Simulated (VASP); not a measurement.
# BiTe (R-3m) in VASP: single point with LDA

Aim: the single point of BiTe with LDA.

All numbers are computed with VASP 6.6.1; they aren't measurements. Logs are shortened: lines on timing, memory, paths and dates and some standing lists are left out, and cuts for length are marked.

**1. The cell of the first run**

The structure is trigonal, space group R-3m (No. 166). The conventional cell has a = 4.845 Å, b = 4.845 Å, c = 9.952 Å, α = 90.00°, β = 90.00°, γ = 120.00°. Bi (site symmetry -3m) has 6 Te at 3.25 Å and 6 Bi at 4.34 Å within 4.4 Å. Te (site symmetry -3m) has 6 Bi at 3.25 Å and 6 Te at 4.34 Å within 4.4 Å.

**2. Single point, LDA**

File INCAR:

```
SYSTEM = BiTe
PREC = Accurate
ENCUT = 520
EDIFF = 1E-6
ISMEAR = 0
SIGMA = 0.15
LREAL = .False.
LASPH = .True.
NELM = 80
ALGO = Normal
ISIF = 2
LWAVE = .False.
LCHARG = .False.
NBANDS = 52
```

File KPOINTS:

```
Automatic mesh
0
Gamma
  3 3 3
  0 0 0
```

File POSCAR:

```
BiTe
1.0
   -4.8454155456     -2.7975019696      3.3172919545
    4.8454155456     -2.7975019696      3.3172919545
    0.0000000000      5.5950039392      3.3172919545
Bi Te
4 4
Direct
    0.5000000000      0.5000000000      0.5000000000
    0.0000000000      0.0000000000      0.5000000000
    0.0000000000      0.5000000000      0.0000000000
    0.5000000000      0.0000000000      0.0000000000
    0.0000000000      0.0000000000      0.0000000000
    0.5000000000      0.5000000000      0.0000000000
    0.5000000000      0.0000000000      0.5000000000
    0.0000000000      0.5000000000      0.5000000000
```

Potentials or basis: VASP PAW LDA potentials, release 64 (Bi_d, Te).

Launch:

```console
$ cat potpaw_LDA.64/Bi_d/POTCAR potpaw_LDA.64/Te/POTCAR > POTCAR
$ mpirun -np 1 vasp_std > vasp.out
```

OUTCAR:

```text
SYSTEM = BiTe
   PREC = Accurate
   ENCUT = 520
   EDIFF = 1E-6
   ISMEAR = 0
   LREAL = .False.
   LASPH = .True.
   NELM = 80
   ISIF = 2

 ion  position               nearest neighbor table
   1  0.500  0.500  0.500-   7 3.25   8 3.25   7 3.25   8 3.25   6 3.25   6 3.25
   2  0.000  0.000  0.500-   7 3.25   8 3.25   8 3.25   7 3.25   5 3.25   5 3.25
   3  0.000  0.500  0.000-   5 3.25   6 3.25   5 3.25   6 3.25   8 3.25   8 3.25
   4  0.500  0.000  0.000-   5 3.25   6 3.25   6 3.25   5 3.25   7 3.25   7 3.25
   5  0.000  0.000  0.000-   3 3.25   4 3.25   3 3.25   4 3.25   2 3.25   2 3.25
   6  0.500  0.500  0.000-   3 3.25   4 3.25   4 3.25   3 3.25   1 3.25   1 3.25
   7  0.500  0.000  0.500-   1 3.25   2 3.25   1 3.25   2 3.25   4 3.25   4 3.25
   8  0.000  0.500  0.500-   1 3.25   2 3.25   2 3.25   1 3.25   3 3.25   3 3.25

  LATTYP: Found a trigonal (rhomboedric) cell.
 ALAT       =     6.5044980583
 COS(alpha) =    -0.1098504834

  Lattice vectors:

 A1 = (  -4.8454155456,  -2.7975019696,   3.3172919545)
 A2 = (   4.8454155456,  -2.7975019696,   3.3172919545)
 A3 = (   0.0000000000,   5.5950039392,   3.3172919545)

Analysis of symmetry for initial positions (statically):
=====================================================================
 Subroutine PRICEL returns following result:

  LATTYP: Found a trigonal (rhomboedric) cell.
 ALAT       =     4.3394058558
 COS(alpha) =     0.3765932224

  Lattice vectors:

 A1 = (   2.4227077728,  -1.3987509848,  -3.3172919545)
 A2 = (  -2.4227077728,  -1.3987509848,  -3.3172919545)
 A3 = (   0.0000000000,   2.7975019696,  -3.3172919545)

   4 primitive cells build up your supercell.

 Routine SETGRP: Setting up the symmetry group for a
 trigonal (rhombohedral) supercell.

 Subroutine GETGRP returns: Found 12 space group operations
 (whereof 12 operations were pure point group operations)
 out of a pool of 12 trial point group operations.

The static configuration has the point symmetry D_3d.

Analysis of symmetry for dynamics (positions and initial velocities):
=====================================================================
 Subroutine PRICEL returns following result:

  LATTYP: Found a trigonal (rhomboedric) cell.
 ALAT       =     4.3394058558
 COS(alpha) =     0.3765932224

  Lattice vectors:

 A1 = (   2.4227077728,  -1.3987509848,  -3.3172919545)
 A2 = (  -2.4227077728,  -1.3987509848,  -3.3172919545)
 A3 = (   0.0000000000,   2.7975019696,  -3.3172919545)

   4 primitive cells build up your supercell.

 Routine SETGRP: Setting up the symmetry group for a
 trigonal (rhombohedral) supercell.

 Subroutine GETGRP returns: Found 12 space group operations
 (whereof 12 operations were pure point group operations)
 out of a pool of 12 trial point group operations.

The dynamic configuration has the point symmetry D_3d.

 Subroutine INISYM returns: Found 12 space group operations
 (whereof 12 operations are pure point group operations),
 and found     4 'primitive' translations

----------------------------------------------------------------------------------------

                                     Primitive cell

  volume of cell :      67.4491

  direct lattice vectors                    reciprocal lattice vectors
     2.422707773 -1.398750985 -3.317291954     0.206380648 -0.119153923 -0.100483568
    -2.422707773 -1.398750985 -3.317291954    -0.206380648 -0.119153923 -0.100483568
     0.000000000  2.797501970 -3.317291954     0.000000000  0.238307845 -0.100483568

  length of vectors
     4.339405856  4.339405856  4.339405856     0.258626326  0.258626326  0.258626326

  position of ions in fractional coordinates (direct lattice)
     0.500000000  0.500000000  0.500000000
     1.000000000  0.000000000  0.000000000

  ion indices of the primitive-cell ions
   primitive index   ion index
                 1           1
                 2           8

----------------------------------------------------------------------------------------

 KPOINTS: Automatic mesh

Automatic generation of k-mesh.
 Grid dimensions read from file:
 generate k-points for:    3    3    3

 Generating k-lattice:

  Cartesian coordinates                     Fractional coordinates (reciprocal lattice)
    -0.034396775 -0.019858987  0.033494523     0.333333333 -0.000000000  0.000000000
     0.034396775 -0.019858987  0.033494523    -0.000000000  0.333333333  0.000000000
     0.000000000  0.039717974  0.033494523     0.000000000  0.000000000  0.333333333

  Length of vectors
     0.051955756  0.051955756  0.051955756

  Shift w.r.t. Gamma in fractional coordinates (k-lattice)
     0.000000000  0.000000000  0.000000000

 Subroutine IBZKPT returns following result:
 ===========================================

 Found      6 irreducible k-points:

 Following reciprocal coordinates:
            Coordinates               Weight
  0.000000  0.000000  0.000000      1.000000
  0.333333 -0.000000  0.000000      6.000000
  0.333333  0.333333  0.000000      6.000000
 -0.333333  0.333333  0.000000      6.000000
  0.333333  0.333333  0.333333      2.000000
 -0.333333  0.333333  0.333333      6.000000
   k-points           NKPTS =      6   k-points in BZ     NKDIM =      6   number of bands    NBANDS=     52
   number of dos      NEDOS =    301   number of ions     NIONS =      8
   total plane-waves  NPLWV = 110592
   dimension x,y,z NGX =    48 NGY =   48 NGZ =   48
   dimension x,y,z NGXF=    96 NGYF=   96 NGZF=   96
   ions per type =               4   4
   NGX,Y,Z   is equivalent  to a cutoff of  12.27, 12.27, 12.27 a.u.
   NGXF,Y,Z  is equivalent  to a cutoff of  24.54, 24.54, 24.54 a.u.
 SYSTEM =  BiTe
   PREC   = accura    normal or accurate (medium, high low for compatibility)
   ISTART =      0    job   : 0-new  1-cont  2-samecut
   ICHARG =      2    charge: 1-file 2-atom 10-const
   ISPIN  =      1    spin polarized calculation?
   LNONCOLLINEAR =      F non collinear calculations
   LSORBIT =      F    spin-orbit coupling
   LASPH  =      T    aspherical Exc in radial PAW
   ENCUT  =  520.0 eV  38.22 Ry    6.18 a.u.  12.09 12.09 12.09*2*pi/ulx,y,z
   NELM   =     80;   NELMIN=  2; NELMDL= -5     # of ELM steps
   EDIFF  = 0.1E-05   stopping-criterion for ELM
   LREAL  =      F    real-space projection
   EDIFFG = 0.1E-04   stopping-criterion for IOM
   NSW    =      0    number of steps for IOM
   IBRION =     -1    ionic relax: 0-MD 1-quasi-New 2-CG
   NFREE  =      0    steps in history (QN), initial steepest desc. (CG)
   ISIF   =      2    stress and relaxation
   ISYM   =      2    0-nonsym 1-usesym 2-fastsym
   POTIM  = 0.5000    time-step for ionic-motion
   TEBEG  =    0.0;   TEEND  =   0.0 temperature during run
   PSTRESS=    0.0 pullay stress
   NELECT =      84.0000    total number of electrons
   NUPDOWN=      -1.0000    fix difference up-down
   EMIN   =  10.00;   EMAX   =-10.00  energy-range for DOS
   EFERMI =   0.00;   METHOD = LEGACY
   ISMEAR =     0;   SIGMA  =   0.15  broadening in eV -4-tet -1-fermi 0-gaus
   EFERMI_NEDOS =   21; number of points for ismear=-14 and -15
   IALGO  =     38    algorithm
   IMIX   =      4    mixing-type and parameters
     AMIX     =   0.40;   BMIX     =  1.00
     AMIX_MAG =   1.60;   BMIX_MAG =  1.00
  volume/ion in A,a.u.               =      33.72       227.58
  Fermi-wavevector in a.u.,A,eV,Ry     =   1.109573  2.096789 16.750837  1.231152
  Thomas-Fermi vector in A             =   2.246114
   LORBIT       =      0    0 simple, 1 ext, 2 COOP (PROOUT), +10 PAW based schemes
   GGA     = CA    functional components
   LHFCALC =     F    Hartree Fock is set to
   AEXX    =    0.0000 exact exchange contribution
   IVDW    =     0    specifies the selected vdW correction
   LEPSILON=     F    determine dielectric tensor
   LRPA    =     F    only Hartree local field effects (RPA)
 non-spin polarized calculation
 Gauss-broadening in eV      SIGMA  =   0.15
  energy-cutoff  :      520.00
  volume of cell :      269.80
 maximum number of plane-waves:      7288
   NGX = 25   NGY = 25   NGZ = 25

 number of electron      84.0000063 magnetization

 Free energy of the ion-electron system (eV)
  ---------------------------------------------------
  ext. energy  EPLUGINS =         0.00000000
  ---------------------------------------------------
  free energy    TOTEN  =       -33.52973425 eV

  energy without entropy =      -33.45494241  energy(sigma->0) =      -33.49233833

 E-fermi :   6.5693     XC(G=0):  -9.7165

 val. band max:        6.4003675646   @ k =  -0.3333   0.3333   0.0000
 cond. band min:       6.6175618460   @ k =  -0.3333   0.3333   0.0000
 fundamental gap:      0.2171942814
 Fermi energy:         6.5693235925

 k-point     1 :       0.0000    0.0000    0.0000
  band No.  band energies     occupation
      1     -16.6902      2.00000
      2     -16.6902      2.00000
      3     -16.6902      2.00000
      4     -16.6804      2.00000
      5     -16.6804      2.00000
      6     -16.6772      2.00000
[... 44 lines left out ...]
     51       9.9918      0.00000
     52       9.9921      0.00000

 k-point     2 :       0.3333   -0.0000    0.0000
  band No.  band energies     occupation
      1     -16.6878      2.00000
      2     -16.6878      2.00000
      3     -16.6871      2.00000
      4     -16.6820      2.00000
      5     -16.6794      2.00000
      6     -16.6792      2.00000
[... 44 lines left out ...]
     51       9.7194      0.00000
     52      10.2628      0.00000

 k-point     3 :       0.3333    0.3333    0.0000
  band No.  band energies     occupation
      1     -16.6869      2.00000
      2     -16.6842      2.00000
      3     -16.6842      2.00000
      4     -16.6825      2.00000
      5     -16.6819      2.00000
      6     -16.6814      2.00000
[... 44 lines left out ...]
     51       9.6155      0.00000
     52      10.0868      0.00000

 k-point     4 :      -0.3333    0.3333    0.0000
  band No.  band energies     occupation
      1     -16.6864      2.00000
      2     -16.6864      2.00000
      3     -16.6842      2.00000
      4     -16.6811      2.00000
      5     -16.6809      2.00000
      6     -16.6809      2.00000
[... 44 lines left out ...]
     51       9.4798      0.00000
     52      10.2516      0.00000

 k-point     5 :       0.3333    0.3333    0.3333
  band No.  band energies     occupation
      1     -16.6848      2.00000
      2     -16.6848      2.00000
      3     -16.6834      2.00000
      4     -16.6834      2.00000
      5     -16.6834      2.00000
      6     -16.6792      2.00000
[... 44 lines left out ...]
     51       8.5993      0.00000
     52       8.5993      0.00000

 k-point     6 :      -0.3333    0.3333    0.3333
  band No.  band energies     occupation
      1     -16.6874      2.00000
      2     -16.6843      2.00000
      3     -16.6827      2.00000
      4     -16.6827      2.00000
      5     -16.6811      2.00000
      6     -16.6800      2.00000
[... 44 lines left out ...]
     51       7.9512      0.00000
     52       7.9512      0.00000

------------------------ aborting loop because EDIFF is reached ----------------------------------------

  FORCE on cell =-STRESS in cart. coord.  units (eV):
  Direction    XX          YY          ZZ          XY          YZ          ZX
  --------------------------------------------------------------------------------------
  -------------------------------------------------------------------------------------
  Total       -5.8734665     -5.8734665     -5.9444231      0.0000000      0.0000000      0.0000000
  in kB      -34.8793756    -34.8793756    -35.3007493      0.0000000      0.0000000      0.0000000
  external PRESSURE =     -35.0198335 kB  Pullay stress =       0.0000000 kB

 VOLUME and BASIS-vectors are now :
 -----------------------------------------------------------------------------
  energy-cutoff  :      520.00
  volume of cell :      269.80
      direct lattice vectors                 reciprocal lattice vectors
    -4.845415546 -2.797501970  3.317291954    -0.103190324 -0.059576961  0.100483568
     4.845415546 -2.797501970  3.317291954     0.103190324 -0.059576961  0.100483568
     0.000000000  5.595003939  3.317291954     0.000000000  0.119153923  0.100483568

 POSITION                                       TOTAL-FORCE (eV/Angst)
 -----------------------------------------------------------------------------------
      0.00000      0.00000      4.97594         0.000000      0.000000     -0.000000
      0.00000      2.79750      1.65865        -0.000000     -0.000000     -0.000000
      2.42271     -1.39875      1.65865         0.000000     -0.000000      0.000000
     -2.42271     -1.39875      1.65865         0.000000      0.000000      0.000000
      0.00000      0.00000      0.00000        -0.000000      0.000000      0.000000
      0.00000     -2.79750      3.31729        -0.000000      0.000000      0.000000
     -2.42271      1.39875      3.31729         0.000000     -0.000000     -0.000000
      2.42271      1.39875      3.31729        -0.000000     -0.000000     -0.000000
 -----------------------------------------------------------------------------------
    total drift:                                0.000000      0.000000      0.000000

  FREE ENERGIE OF THE ION-ELECTRON SYSTEM (eV)
  ---------------------------------------------------
  free  energy   TOTEN  =       -33.5297342526 eV

  energy  without entropy=      -33.4549424067  energy(sigma->0) =      -33.49233833
```

Wall time 57 s (1 thread of Intel Xeon Platinum 8259CL at 2.50GHz (Skylake/Cascade Lake), shared host); peak memory 0.28 GiB.

What came out:

```yaml
Free_energy: -33.5297 eV
Pressure: -3.5 GPa
Band_gap_on_the_k_mesh: zero (bands 42 and 43 overlap by 2.81 eV)
```

Caveat: the cell stands under tension; spin-orbit coupling is left out, which moves the levels of the heavy elements.
